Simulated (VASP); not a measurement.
# BaZrO3 (Pm-3m) in VASP: further runs, part 2 of 2

VASP 6.6.1. The steps go on from the part before.

### Step 5. Single point, RPBE

This run uses another cell than the first one, of 14.73 Å³/atom, 1.032 times its volume.

INCAR reads:

```
SYSTEM = BaZrO3
ALGO = Normal
EDIFF = 1E-6
ENCUT = 520
GGA = RP
ISIF = 2
ISMEAR = -1
LASPH = .True.
LCHARG = .False.
LREAL = .False.
LWAVE = .False.
NBANDS = 28
NELM = 60
PREC = Accurate
SIGMA = 0.05
```

KPOINTS reads:

```
k-points
0
Gamma
  6 6 6
  0 0 0
```

POSCAR reads:

```
BaZrO3
1.0
    4.1913400000      0.0000000000      0.0000000000
    0.0000000000      4.1913400000      0.0000000000
    0.0000000000      0.0000000000      4.1913400000
Ba Zr O
1 1 3
Direct
    0.0000000000      0.0000000000      0.0000000000
    0.5000000000      0.5000000000      0.5000000000
    0.5000000000      0.5000000000      0.0000000000
    0.5000000000      0.0000000000      0.5000000000
    0.0000000000      0.5000000000      0.5000000000
```

Potentials or basis: VASP PAW PBE potentials, release 64 (Ba_sv, Zr_sv, O).

The run is started by

```bash
$ cat potpaw_PBE.64/Ba_sv/POTCAR potpaw_PBE.64/Zr_sv/POTCAR potpaw_PBE.64/O/POTCAR > POTCAR
$ mpirun -np 1 vasp_std > vasp.out
```

OUTCAR:

```text
SYSTEM = BaZrO3
   EDIFF = 1E-6
   ENCUT = 520
   GGA = RP
   ISIF = 2
   ISMEAR = -1
   LASPH = .True.
   LREAL = .False.
   NELM = 60
   PREC = Accurate

 ion  position               nearest neighbor table
   1  0.000  0.000  0.000-   3 2.96   4 2.96   5 2.96   4 2.96   5 2.96   3 2.96   5 2.96   5 2.96
                             3 2.96   4 2.96   4 2.96   3 2.96   2 3.63   2 3.63   2 3.63   2 3.63
   2  0.500  0.500  0.500-   3 2.10   4 2.10   5 2.10   3 2.10   4 2.10   5 2.10   1 3.63   1 3.63
                             1 3.63   1 3.63   1 3.63   1 3.63   1 3.63   1 3.63
   3  0.500  0.500  0.000-   2 2.10   2 2.10   1 2.96   1 2.96   1 2.96   1 2.96
   4  0.500  0.000  0.500-   2 2.10   2 2.10   1 2.96   1 2.96   1 2.96   1 2.96
   5  0.000  0.500  0.500-   2 2.10   2 2.10   1 2.96   1 2.96   1 2.96   1 2.96

  LATTYP: Found a simple cubic cell.
 ALAT       =     4.1913400000

  Lattice vectors:

 A1 = (   4.1913400000,   0.0000000000,   0.0000000000)
 A2 = (   0.0000000000,   4.1913400000,   0.0000000000)
 A3 = (   0.0000000000,   0.0000000000,   4.1913400000)

Analysis of symmetry for initial positions (statically):
=====================================================================
 Subroutine PRICEL returns:
 Original cell was already a primitive cell.

 Routine SETGRP: Setting up the symmetry group for a
 simple cubic supercell.

 Subroutine GETGRP returns: Found 48 space group operations
[... 9 lines left out ...]

 Routine SETGRP: Setting up the symmetry group for a
 simple cubic supercell.

 Subroutine GETGRP returns: Found 48 space group operations
[... 11 lines left out ...]
                                     Primitive cell

  volume of cell :      73.6307

  direct lattice vectors                    reciprocal lattice vectors
     4.191340000  0.000000000  0.000000000     0.238587182  0.000000000  0.000000000
     0.000000000  4.191340000  0.000000000     0.000000000  0.238587182  0.000000000
     0.000000000  0.000000000  4.191340000     0.000000000  0.000000000  0.238587182

  length of vectors
[... 103 lines left out ...]
     AMIX_MAG =   1.60;   BMIX_MAG =  1.00
  volume/ion in A,a.u.               =      14.73        99.38
  Fermi-wavevector in a.u.,A,eV,Ry     =   1.335802  2.524299 24.277770  1.784366
  Thomas-Fermi vector in A             =   2.464478
   LORBIT       =      0    0 simple, 1 ext, 2 COOP (PROOUT), +10 PAW based schemes
   GGA     = RP    functional components
   LHFCALC =     F    Hartree Fock is set to
   AEXX    =    0.0000 exact exchange contribution
   IVDW    =     0    specifies the selected vdW correction
   LEPSILON=     F    determine dielectric tensor
   LRPA    =     F    only Hartree local field effects (RPA)
 non-spin polarized calculation
  energy-cutoff  :      520.00
  volume of cell :       73.63
 maximum number of plane-waves:      2008
 NGX is ok and might be reduce to    32
   NGX = 15   NGY = 15   NGZ = 15

 number of electron      40.0000000 magnetization

 Free energy of the ion-electron system (eV)
  ---------------------------------------------------
  ext. energy  EPLUGINS =         0.00000000
  ---------------------------------------------------
  free energy    TOTEN  =       -39.62081622 eV

  energy without entropy =      -39.62081622  energy(sigma->0) =      -39.62081622

 E-fermi :   5.0654     XC(G=0): -10.5573

 val. band max:        3.9374295108   @ k =   0.5000   0.5000   0.5000
 cond. band min:       7.1741137085   @ k =   0.0000   0.0000   0.0000
 fundamental gap:      3.2366841977
 Fermi energy:         5.0654152227

 k-point     1 :       0.0000    0.0000    0.0000
  band No.  band energies     occupation
      1     -43.1429      2.00000
      2     -21.4492      2.00000
      3     -21.2948      2.00000
      4     -21.2948      2.00000
      5     -21.2948      2.00000
      6     -12.5248      2.00000
[... 609 lines left out ...]
     27      13.0641      0.00000
     28      13.0641      0.00000

------------------------ aborting loop because EDIFF is reached ----------------------------------------

  FORCE on cell =-STRESS in cart. coord.  units (eV):
  Direction    XX          YY          ZZ          XY          YZ          ZX
  --------------------------------------------------------------------------------------
  -------------------------------------------------------------------------------------
  Total        3.9832656      3.9832656      3.9832656     -0.0000000     -0.0000000      0.0000000
  in kB       86.6744659     86.6744659     86.6744659     -0.0000000     -0.0000000      0.0000000
  external PRESSURE =      86.6744659 kB  Pullay stress =       0.0000000 kB

 VOLUME and BASIS-vectors are now :
 -----------------------------------------------------------------------------
  energy-cutoff  :      520.00
  volume of cell :       73.63
      direct lattice vectors                 reciprocal lattice vectors
     4.191340000  0.000000000  0.000000000     0.238587182  0.000000000  0.000000000
     0.000000000  4.191340000  0.000000000     0.000000000  0.238587182  0.000000000
     0.000000000  0.000000000  4.191340000     0.000000000  0.000000000  0.238587182

 POSITION                                       TOTAL-FORCE (eV/Angst)
 -----------------------------------------------------------------------------------
      0.00000      0.00000      0.00000         0.000000      0.000000      0.000000
      2.09567      2.09567      2.09567         0.000000      0.000000      0.000000
      2.09567      2.09567      0.00000         0.000000      0.000000      0.000000
      2.09567      0.00000      2.09567         0.000000      0.000000      0.000000
      0.00000      2.09567      2.09567         0.000000      0.000000      0.000000
 -----------------------------------------------------------------------------------
    total drift:                                0.000000     -0.000000     -0.000000

  FREE ENERGIE OF THE ION-ELECTRON SYSTEM (eV)
  ---------------------------------------------------
  free  energy   TOTEN  =       -39.6208162188 eV

  energy  without entropy=      -39.6208162188  energy(sigma->0) =      -39.62081622
```

OSZICAR:

```text
N       E                     dE             d eps       ncg     rms          rms(c)
DAV:   1     0.307978869558E+03    0.30798E+03   -0.21885E+04  1120   0.140E+03
DAV:   2    -0.266509198134E+02   -0.33463E+03   -0.32441E+03  1384   0.351E+02
DAV:   3    -0.465783087583E+02   -0.19927E+02   -0.19849E+02  1760   0.805E+01
DAV:   4    -0.471151426539E+02   -0.53683E+00   -0.53611E+00  1516   0.104E+01
DAV:   5    -0.471240467108E+02   -0.89041E-02   -0.89032E-02  1628   0.111E+00    0.287E+01
DAV:   6    -0.395985962428E+02    0.75255E+01   -0.37349E+01  1328   0.383E+01    0.123E+01
DAV:   7    -0.395975112465E+02    0.10850E-02   -0.26951E+00  1560   0.892E+00    0.753E+00
DAV:   8    -0.396210437138E+02   -0.23532E-01   -0.36553E-01  1312   0.439E+00    0.739E-01
DAV:   9    -0.396172571666E+02    0.37865E-02   -0.71453E-02  1452   0.145E+00    0.514E-01
DAV:  10    -0.396210079091E+02   -0.37507E-02   -0.19897E-02  1396   0.115E+00    0.261E-01
DAV:  11    -0.396206379921E+02    0.36992E-03   -0.20574E-03  1352   0.368E-01    0.535E-02
DAV:  12    -0.396208122005E+02   -0.17421E-03   -0.48179E-04  1264   0.148E-01    0.516E-02
DAV:  13    -0.396208144797E+02   -0.22792E-05   -0.62082E-05  1708   0.451E-02    0.965E-03
DAV:  14    -0.396208155773E+02   -0.10975E-05   -0.28106E-06  1280   0.120E-02    0.748E-03
DAV:  15    -0.396208162188E+02   -0.64155E-06   -0.74780E-06  1324   0.192E-02
   1 F= -.39620816E+02 E0= -.39620816E+02  d E =-.190044E-10
```

Run time: 19 s. Hardware: 1 thread of Intel Xeon Platinum 8559C (Emerald Rapids), shared host; peak memory 0.19 GiB.

Results:

| Item | Value |
| --- | --- |
| Free energy | -39.6208 eV |
| Pressure | 8.7 GPa |
| Band gap on the k mesh | 3.24 eV, indirect (least direct gap 3.46 eV) |

Levels at points of the mesh, in eV from the valence-band top:
| k point | band 17 | band 18 | band 19 | band 20 | band 21 | band 22 | band 23 | band 24 |
| --- | --- | --- | --- | --- | --- | --- | --- | --- |
| (0.00, 0.00, 0.00) | -0.98 | -0.22 | -0.22 | -0.22 | 3.24 | 3.24 | 3.24 | 4.76 |
| (0.50, 0.00, 0.00) | -1.72 | -1.65 | -0.45 | -0.45 | 3.68 | 5.73 | 5.73 | 6.51 |
| (0.50, 0.50, 0.00) | -0.93 | -0.93 | -0.78 | -0.08 | 5.70 | 5.70 | 6.49 | 6.53 |
| (0.50, 0.50, 0.50) | -2.53 | 0.00 | 0.00 | 0.00 | 6.03 | 6.03 | 6.03 | 7.01 |

Caveat: the PAW data sets were made with another functional, which shifts forces and pressure a little; spin-orbit coupling is left out, which moves the levels of the heavy elements.

### Step 6. Overview

| level | potentials or basis | cell | gap on the mesh (eV) | pressure (GPa) |
| --- | --- | --- | --- | --- |
| LDA | VASP PAW LDA potentials, release 64 (Ba_sv, Zr_sv, O) | a = 4.147 Å, 5 atoms | 3.13 | 1.5 |
| PBE | VASP PAW PBE potentials, release 64 (Ba_sv, Zr_sv, O) | a = 4.191 Å, 5 atoms | 3.19 | 5.1 |
| PBEsol | VASP PAW PBE potentials, release 64 (Ba_sv, Zr_sv, O) | a = 4.181 Å, 5 atoms | 3.12 | 1.1 |
| RPBE | VASP PAW PBE potentials, release 64 (Ba_sv, Zr_sv, O) | a = 4.191 Å, 5 atoms | 3.24 | 8.7 |

Alike in all rows: task single point; no spin polarisation; k mesh 6 × 6 × 6; cutoff (eV) 520; smearing fermi-dirac 0.05 eV.

Caveats: spin-orbit coupling is left out, which moves the levels of the heavy elements; the PAW data sets were made with another functional, which shifts forces and pressure a little (some runs).

Total energies depend on the potentials used, so only differences within one code and one set of settings carry meaning.
